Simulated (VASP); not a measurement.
# Pd (Im-3m) in VASP: settings compared

The runs below take Pd through single point, with r2SCANh, B3LYP, PBE0, HSE06.

All numbers are computed with VASP 6.6.1; they aren't measurements. Logs are shortened: lines on timing, memory, paths and dates and some standing lists are left out, and cuts for length are marked.

### 1 The cell of the first run

The structure is cubic, space group Im-3m (No. 229). The conventional cell has a = 3.145 Å, b = 3.145 Å, c = 3.145 Å, α = 90.00°, β = 90.00°, γ = 90.00°. Within 3.6 Å of Pd (site symmetry m-3m) lie 14 Pd at 2.72 to 3.14 Å.

This isn't the form of Pd at room conditions, which is fcc.

### 2 Single point, r2SCANh

POSCAR reads:

```
Pd
1.0
   -1.5722810000      1.5722810000      1.5722810000
    1.5722810000     -1.5722810000      1.5722810000
    1.5722810000      1.5722810000     -1.5722810000
Pd
1
Direct
    0.0000000000      0.0000000000      0.0000000000
```

INCAR.step1 reads:

```
SYSTEM = Pd
PREC = Accurate
ENCUT = 520
EDIFF = 1E-5
ISMEAR = -1
SIGMA = 0.05
LREAL = .FALSE.
LASPH = .TRUE.
NELM = 80
ALGO = Normal
ISIF = 2
LWAVE = .TRUE.
LCHARG = .FALSE.
NBANDS = 11
GGA = PE
```

INCAR.step2 reads:

```
SYSTEM = Pd
PREC = Accurate
ENCUT = 520
EDIFF = 1E-6
ISMEAR = -1
SIGMA = 0.05
LREAL = .FALSE.
LASPH = .TRUE.
NELM = 80
ALGO = Normal
ISIF = 2
LWAVE = .FALSE.
LCHARG = .FALSE.
METAGGA = R2SCAN
LHFCALC = .TRUE.
AEXX = 0.1
LMIXTAU = .TRUE.
PRECFOCK = Normal
NBANDS = 11
ISTART = 1
```

KPOINTS reads:

```
regular mesh
0
G
  6 6 6
  0 0 0
```

Potentials or basis: VASP PAW PBE potentials, release 64 (Pd).

On the command line:

```console
cat potpaw_PBE.64/Pd/POTCAR > POTCAR
cp INCAR.step1 INCAR
mpirun -np 1 vasp_std > vasp.out
cp INCAR.step2 INCAR
mpirun -np 1 vasp_std > vasp.out
```

OUTCAR:

```text
SYSTEM = Pd
   PREC = Accurate
   ENCUT = 520
   EDIFF = 1E-6
   ISMEAR = -1
   LREAL = .FALSE.
   LASPH = .TRUE.
   NELM = 80
   ISIF = 2
   METAGGA = R2SCAN
   LHFCALC = .TRUE.
   AEXX = 0.1
   PRECFOCK = Normal
   ISTART = 1

 ion  position               nearest neighbor table
   1  0.000  0.000  0.000-

  LATTYP: Found a body centered cubic cell.
 ALAT       =     3.1445620000

  Lattice vectors:

 A1 = (  -1.5722810000,   1.5722810000,   1.5722810000)
 A2 = (   1.5722810000,  -1.5722810000,   1.5722810000)
 A3 = (   1.5722810000,   1.5722810000,  -1.5722810000)

Analysis of symmetry for initial positions (statically):
=====================================================================
 Subroutine PRICEL returns:
 Original cell was already a primitive cell.

 Routine SETGRP: Setting up the symmetry group for a
 body centered cubic supercell.

 Subroutine GETGRP returns: Found 48 space group operations
 (whereof 48 operations were pure point group operations)
 out of a pool of 48 trial point group operations.

The static configuration has the point symmetry O_h .

Analysis of symmetry for dynamics (positions and initial velocities):
=====================================================================
 Subroutine PRICEL returns:
 Original cell was already a primitive cell.

 Routine SETGRP: Setting up the symmetry group for a
 body centered cubic supercell.

 Subroutine GETGRP returns: Found 48 space group operations
 (whereof 48 operations were pure point group operations)
 out of a pool of 48 trial point group operations.

The dynamic configuration has the point symmetry O_h .

 Subroutine INISYM returns: Found 48 space group operations
 (whereof 48 operations are pure point group operations),
 and found     1 'primitive' translations

----------------------------------------------------------------------------------------

                                     Primitive cell

  volume of cell :      15.5471

  direct lattice vectors                    reciprocal lattice vectors
    -1.572281000  1.572281000  1.572281000     0.000000000  0.318009313  0.318009313
     1.572281000 -1.572281000  1.572281000     0.318009313  0.000000000  0.318009313
     1.572281000  1.572281000 -1.572281000     0.318009313  0.318009313  0.000000000

  length of vectors
     2.723270576  2.723270576  2.723270576     0.449733083  0.449733083  0.449733083
[... 82 lines left out ...]
   NUPDOWN=      -1.0000    fix difference up-down
   EMIN   =  10.00;   EMAX   =-10.00  energy-range for DOS
   EFERMI =   0.00;   METHOD = LEGACY
   ISMEAR =    -1;   SIGMA  =   0.05  broadening in eV -4-tet -1-fermi 0-gaus
   EFERMI_NEDOS =   21; number of points for ismear=-14 and -15
   IALGO  =     38    algorithm
   IMIX   =      1    mixing-type and parameters
     AMIX     =   0.40;   BMIX     =  1.00
     AMIX_MAG =   1.60;   BMIX_MAG =  1.00
  volume/ion in A,a.u.               =      15.55       104.92
  Fermi-wavevector in a.u.,A,eV,Ry     =   1.413160  2.670485 27.171123  1.997021
  Thomas-Fermi vector in A             =   2.534834
   LORBIT       =      0    0 simple, 1 ext, 2 COOP (PROOUT), +10 PAW based schemes
   METAGGA = R2SCAN    functional components
   LHFCALC =     T    Hartree Fock is set to
   PRECFOCK=normal    Normal, Fast or Accurate (Low or Medium for compatibility)
   ENCUT4O =  -1.0   cutoff for four orbital integrals eV
   NKREDX  =     1    reduce k-point grid by
   NKREDY  =     1    reduce k-point grid by
   NKREDZ  =     1    reduce k-point grid by
   AEXX    =    0.1000 exact exchange contribution
   HFSCREEN=    0.0000 screening length (either q_TF or 0.3 A-1)
   HFSCREENC=   0.0000 screening length for correlation (either q_TF or 0.3 A-1)
   ENCUTFOCK=  -1.0 apply spherical cutoff to Coloumb kernel
   IVDW    =     0    specifies the selected vdW correction
   LEPSILON=     F    determine dielectric tensor
   LRPA    =     F    only Hartree local field effects (RPA)
 non-spin polarized calculation
  energy-cutoff  :      520.00
  volume of cell :       15.55
 maximum number of plane-waves:       430
  NGX = 16; NGY = 16; NGZ = 16

 number of electron      10.0000005 magnetization

 Free energy of the ion-electron system (eV)
  ---------------------------------------------------
  ext. energy  EPLUGINS =         0.00000000
  ---------------------------------------------------
  free energy    TOTEN  =       -21.70502074 eV

  energy without entropy =      -21.70134738  energy(sigma->0) =      -21.70318406

 E-fermi :   8.2817     XC(G=0): -12.4884

 val. band max:        8.0151580063   @ k =   0.1667   0.1667   0.0000
 cond. band min:       8.3983989106   @ k =  -0.3333   0.5000   0.1667
 fundamental gap:      0.3832409043
 Fermi energy:         8.2816616679

 k-point     1 :       0.0000    0.0000    0.0000
  band No.  band energies     occupation
      1       1.4476      2.00000
      2       5.2912      2.00000
      3       5.2912      2.00000
      4       5.2912      2.00000
      5       7.1112      2.00000
      6       7.1112      2.00000
      7      29.4108      0.00000
      8      29.4108      0.00000
      9      29.4108      0.00000
     10      33.8183      0.00000
     11      37.6736      0.00000
[... 197 lines left out ...]
 k-point    16 :       0.5000    0.5000    0.5000
  band No.  band energies     occupation
      1       3.0081      2.00000
      2       3.0081      2.00000
      3       8.8332      0.00003
      4       8.8332      0.00003
      5       8.8332      0.00003
      6      18.7291      0.00000
      7      18.7291      0.00000
      8      18.7291      0.00000
      9      27.0248      0.00000
     10      27.0248      0.00000
     11      27.0332      0.00000

------------------------ aborting loop because EDIFF is reached ----------------------------------------

  FORCE on cell =-STRESS in cart. coord.  units (eV):
  Direction    XX          YY          ZZ          XY          YZ          ZX
  --------------------------------------------------------------------------------------
  -------------------------------------------------------------------------------------
  Total       -0.6906491     -0.6906491     -0.6906491     -0.0000000     -0.0000000     -0.0000000
  in kB      -71.1733751    -71.1733751    -71.1733751     -0.0000000     -0.0000000     -0.0000000
  external PRESSURE =     -71.1733751 kB  Pullay stress =       0.0000000 kB

 VOLUME and BASIS-vectors are now :
 -----------------------------------------------------------------------------
  energy-cutoff  :      520.00
  volume of cell :       15.55
      direct lattice vectors                 reciprocal lattice vectors
    -1.572281000  1.572281000  1.572281000     0.000000000  0.318009313  0.318009313
     1.572281000 -1.572281000  1.572281000     0.318009313  0.000000000  0.318009313
     1.572281000  1.572281000 -1.572281000     0.318009313  0.318009313  0.000000000

 POSITION                                       TOTAL-FORCE (eV/Angst)
 -----------------------------------------------------------------------------------
      0.00000      0.00000      0.00000         0.000000     -0.000000      0.000000
 -----------------------------------------------------------------------------------
    total drift:                               -0.000002     -0.000003     -0.000001

  FREE ENERGIE OF THE ION-ELECTRON SYSTEM (eV)
  ---------------------------------------------------
  free  energy   TOTEN  =       -21.7050207392 eV

  energy  without entropy=      -21.7013473765  energy(sigma->0) =      -21.70318406
```

OUTCAR.step1:

```text
SYSTEM = Pd
   PREC = Accurate
   ENCUT = 520
   EDIFF = 1E-5
   ISMEAR = -1
   LREAL = .FALSE.
[... 430 lines left out ...]
 -----------------------------------------------------------------------------------
      0.00000      0.00000      0.00000        -0.000000      0.000000      0.000000
 -----------------------------------------------------------------------------------
    total drift:                                0.000000     -0.000000      0.000000

  FREE ENERGIE OF THE ION-ELECTRON SYSTEM (eV)
  ---------------------------------------------------
  free  energy   TOTEN  =        -5.1893457105 eV

  energy  without entropy=       -5.1768582596  energy(sigma->0) =       -5.18310199
```

It took 5 min on 1 thread of Intel Xeon Platinum 8488C (Sapphire Rapids), shared host; peak memory 0.14 GiB.

What came out:

```
Free energy            : -21.7050 eV
Pressure               : -7.1 GPa
Band gap on the k mesh : zero (bands 5 and 6 overlap by 2.08 eV)
```

Levels at points of the mesh, in eV from the Fermi level:
```tsv
k point	band 1	band 2	band 3	band 4	band 5	band 6	band 7	band 8	band 9	band 10
(0.00, 0.00, 0.00)	-6.83	-2.99	-2.99	-2.99	-1.17	-1.17	21.13	21.13	21.13	25.54
(0.50, 0.00, 0.00)	-5.24	-4.15	-1.19	-0.91	0.91	2.37	8.79	16.68	19.18	25.45
(0.50, 0.50, 0.50)	-5.27	-5.27	0.55	0.55	0.55	10.45	10.45	10.45	18.74	18.74
```

Caveat: the k points lie up to 0.47 Å⁻¹ apart, too coarse for converged energies and pressures of a metal; the PAW data sets were made with another functional, which shifts forces and pressure a little.

### 3 Single point, B3LYP

This run uses another cell than the first one, of 15.78 Å³/atom.

POSCAR reads:

```
Pd
1.0
   -1.5800096228      1.5800096228      1.5800096228
    1.5800096228     -1.5800096228      1.5800096228
    1.5800096228      1.5800096228     -1.5800096228
Pd
1
Direct
    0.0000000000      0.0000000000      0.0000000000
```

INCAR.step1 reads:

```
SYSTEM = Pd
ALGO = Normal
EDIFF = 1E-5
ENCUT = 520
GGA = PE
ISIF = 2
ISMEAR = -1
LASPH = .TRUE.
LCHARG = .FALSE.
LREAL = .FALSE.
LWAVE = .TRUE.
NBANDS = 11
NELM = 60
PREC = Accurate
SIGMA = 0.05
```

INCAR.step2 reads:

```
SYSTEM = Pd
AEXX = 0.2
AGGAC = 0.81
AGGAX = 0.72
ALDAC = 0.19
ALGO = Normal
EDIFF = 1E-6
ENCUT = 520
GGA = B3
ISIF = 2
ISMEAR = -1
ISTART = 1
LASPH = .TRUE.
LCHARG = .FALSE.
LHFCALC = .TRUE.
LREAL = .FALSE.
LWAVE = .FALSE.
NBANDS = 11
NELM = 60
PREC = Accurate
PRECFOCK = Normal
SIGMA = 0.05
```

KPOINTS reads:

```
k-points
0
G
  6 6 6
  0 0 0
```

Potentials or basis: VASP PAW PBE potentials, release 64 (Pd).

On the command line:

```console
cat potpaw_PBE.64/Pd/POTCAR > POTCAR
cp INCAR.step1 INCAR
mpirun -np 1 vasp_std > vasp.out
cp INCAR.step2 INCAR
mpirun -np 1 vasp_std > vasp.out
```

It took 6 min on 1 thread of Intel Xeon Platinum 8488C (Sapphire Rapids), shared host; peak memory 0.14 GiB.

Results (log left out):

```
Free energy            : -5.5565 eV
Pressure               : 0.4 GPa
Band gap on the k mesh : zero (bands 5 and 6 overlap by 2.54 eV)
```

Levels at points of the mesh, in eV from the Fermi level:
```csv
k point,band 2,band 3,band 4,band 5,band 6,band 7,band 8,band 9
"(0.00, 0.00, 0.00)",-3.33,-3.33,-3.33,-1.59,-1.59,21.22,21.22,21.22
"(0.50, 0.00, 0.00)",-4.46,-1.58,-1.30,0.95,2.68,8.99,16.84,19.04
"(0.50, 0.50, 0.50)",-5.57,0.61,0.61,0.61,10.62,10.62,10.62,18.59
```

Caveat: the k points lie up to 0.47 Å⁻¹ apart, too coarse for converged energies and pressures of a metal; the PAW data sets were made with another functional, which shifts forces and pressure a little.

### 4 Single point, PBE0, non-collinear spin, zero start, spin-orbit coupling

POSCAR reads:

```
Pd
1.0
   -1.5722810000      1.5722810000      1.5722810000
    1.5722810000     -1.5722810000      1.5722810000
    1.5722810000      1.5722810000     -1.5722810000
Pd
1
Direct
    0.0000000000      0.0000000000      0.0000000000
```

INCAR.step1 reads:

```
ALGO     = Normal         # electronic algorithm
EDIFF    = 1E-5           # SCF threshold, eV
ENCUT    = 520            # plane-wave cutoff, eV
GGA      = PE             # functional
GGA_COMPAT= F            
ISIF     = 2              # what is computed and relaxed
ISMEAR   = -1             # smearing method
LASPH    = T              # aspherical terms in the spheres
LCHARG   = F              # write CHGCAR
LMAXMIX  = 4              # l up to which the mixer works
LORBIT   = 11             # projections on sites
LORBMOM  = T            
LREAL    = F              # projectors in reciprocal space
LSORBIT  = T              # spin-orbit coupling
LWAVE    = T              # write WAVECAR
MAGMOM   = 0 0 0          # initial moments
NBANDS   = 21             # bands
NELM     = 150            # most SCF steps
PREC     = Accurate       # precision mode
SIGMA    = 0.05           # smearing width, eV
```

INCAR.step2 reads:

```
AEXX     = 0.25           # exact-exchange fraction
ALGO     = Normal         # electronic algorithm
EDIFF    = 1E-6           # SCF threshold, eV
ENCUT    = 520            # plane-wave cutoff, eV
GGA      = PE             # functional
GGA_COMPAT= F            
ISIF     = 2              # what is computed and relaxed
ISMEAR   = -1             # smearing method
ISTART   = 1            
LASPH    = T              # aspherical terms in the spheres
LCHARG   = F              # write CHGCAR
LHFCALC  = T              # exact exchange
LMAXMIX  = 4              # l up to which the mixer works
LORBIT   = 11             # projections on sites
LORBMOM  = T            
LREAL    = F              # projectors in reciprocal space
LSORBIT  = T              # spin-orbit coupling
LWAVE    = F              # write WAVECAR
MAGMOM   = 0 0 0          # initial moments
NBANDS   = 21             # bands
NELM     = 150            # most SCF steps
PREC     = Accurate       # precision mode
PRECFOCK = Normal       
SIGMA    = 0.05           # smearing width, eV
```

KPOINTS reads:

```
k-points
0
Gamma
  5 5 5
```

Potentials or basis: VASP PAW PBE potentials, release 64 (Pd).

On the command line:

```console
cat potpaw_PBE.64/Pd/POTCAR > POTCAR
cp INCAR.step1 INCAR
mpirun -np 1 vasp_ncl > vasp.out
cp INCAR.step2 INCAR
mpirun -np 1 vasp_ncl > vasp.out
```

OUTCAR:

```text
AEXX = 0.25
   EDIFF = 1E-6
   ENCUT = 520
   GGA = PE
   ISIF = 2
   ISMEAR = -1
   ISTART = 1
   LASPH = T
   LHFCALC = T
   LORBIT = 11
   LREAL = F
   LSORBIT = T
   NELM = 150
   PREC = Accurate
   PRECFOCK = Normal

 ion  position               nearest neighbor table
   1  0.000  0.000  0.000-

  LATTYP: Found a body centered cubic cell.
 ALAT       =     3.1445620000

  Lattice vectors:

 A1 = (  -1.5722810000,   1.5722810000,   1.5722810000)
 A2 = (   1.5722810000,  -1.5722810000,   1.5722810000)
 A3 = (   1.5722810000,   1.5722810000,  -1.5722810000)

Analysis of symmetry for initial positions (statically):
=====================================================================
 Subroutine PRICEL returns:
 Original cell was already a primitive cell.

 Routine SETGRP: Setting up the symmetry group for a
 body centered cubic supercell.

 Subroutine GETGRP returns: Found 48 space group operations
 (whereof 48 operations were pure point group operations)
 out of a pool of 48 trial point group operations.

The static configuration has the point symmetry O_h .

Analysis of symmetry for dynamics (positions and initial velocities):
=====================================================================
 Subroutine PRICEL returns:
 Original cell was already a primitive cell.

[... 432 lines left out ...]
  free  energy   TOTEN  =        -6.5014006930 eV

  energy  without entropy=       -6.4948728690  energy(sigma->0) =       -6.49813678

 orbital moment (x)

 # of ion     p       d       tot
 ----------------------------------------
  1         0.000   0.002   0.002
 ----------------------------------------
            0.000   0.002   0.002

 orbital moment (y)

 # of ion     p       d       tot
 ----------------------------------------
  1         0.000   0.002   0.002
 ----------------------------------------
            0.000   0.002   0.002

 orbital moment (z)

 # of ion     p       d       tot
 ----------------------------------------
  1        -0.000   0.005   0.005
 ----------------------------------------
           -0.000   0.005   0.005

 Spin-Orbit-Coupling matrix elements

 Ion:    1  E_soc:     -0.0836591
 l=   1
     0.0000000    -0.0019506    -0.0019506
    -0.0019506     0.0000000    -0.0019506
    -0.0019506    -0.0019506     0.0000000
 l=   2
     0.0000000    -0.0016034     0.0000000    -0.0016030    -0.0103898
    -0.0016034     0.0000000    -0.0077921    -0.0016026    -0.0025974
     0.0000000    -0.0077921     0.0000000    -0.0077927     0.0000000
    -0.0016030    -0.0016026    -0.0077927     0.0000000    -0.0025966
    -0.0103898    -0.0025974     0.0000000    -0.0025966     0.0000000
 l=   3
     0.0000000     0.0000000     0.0000000     0.0000000     0.0000000     0.0000000     0.0000000
     0.0000000     0.0000000     0.0000000     0.0000000     0.0000000     0.0000000     0.0000000
     0.0000000     0.0000000     0.0000000     0.0000000     0.0000000     0.0000000     0.0000000
     0.0000000     0.0000000     0.0000000     0.0000000     0.0000000     0.0000000     0.0000000
     0.0000000     0.0000000     0.0000000     0.0000000     0.0000000     0.0000000     0.0000000
     0.0000000     0.0000000     0.0000000     0.0000000     0.0000000     0.0000000     0.0000000
     0.0000000     0.0000000     0.0000000     0.0000000     0.0000000     0.0000000     0.0000000

 total charge

# of ion       s       p       d       tot
------------------------------------------
    1        0.491   0.353   8.649   9.493

 magnetization (x)

# of ion       s       p       d       tot
------------------------------------------
    1        0.000   0.000  -0.000  -0.000

 magnetization (y)

# of ion       s       p       d       tot
------------------------------------------
    1        0.000   0.000   0.000   0.000

 magnetization (z)

# of ion       s       p       d       tot
------------------------------------------
    1        0.000   0.000  -0.000  -0.000
```

Run time: 27 min. Hardware: 1 thread of Intel Xeon Platinum 8488C (Sapphire Rapids), shared host; peak memory 0.17 GiB.

What came out:

```
Free energy                                           : -6.5014 eV
Pressure                                              : -1.2 GPa
Net moment                                            : 0.04 μB per cell
Valence electrons inside the program's atomic spheres : Pd 9.49
```

Moments on the atoms (μB; x, y, z):
```
Pd  0.00 0.00 0.00
```

Caveat: the k points lie up to 0.57 Å⁻¹ apart; the PAW data sets were made with another functional, which shifts forces and pressure a little.

[end of part 1 of 2]
